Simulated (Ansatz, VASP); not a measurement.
# ScAl2 in VASP and in Ansatz

```xyz
6
Lattice="0.0000 3.6064 3.6064 3.6064 0.0000 3.6064 3.6064 3.6064 0.0000" Properties=species:S:1:pos:R:3 pbc="T T T"
Sc    3.6064    3.6064    3.6064
Sc    5.4096    5.4096    5.4096
Al    0.9016    0.9016    0.9016
Al    0.9016    2.7048    2.7048
Al    2.7048    0.9016    2.7048
Al    2.7048    2.7048    0.9016
```

Alike in both runs: task single point; functional PBEsol; k mesh 8 × 8 × 8; occupations gaussian, width 0.1 eV; no spin polarisation.

|  | VASP | Ansatz |
| --- | --- | --- |
| version | VASP 6.6.1 | Ansatz 0.2.0 |
| potentials or method | VASP PAW PBE potentials, release 64 (Sc_sv, Al), cutoff 520 eV | scalar-relativistic, plane waves, PAW |
| valence electrons in the cell | 34 | 34 |

|  | VASP | Ansatz | Ansatz less VASP |
| --- | --- | --- | --- |
| gap on the k mesh at the Fermi level (eV) | none | none | - |
| pressure (GPa) | 15.5 | 15.2 | -0.24 |

VASP's potentials were made for PBE, not for PBEsol. A gap of «none» marks a metal or a gap that the smearing closes.
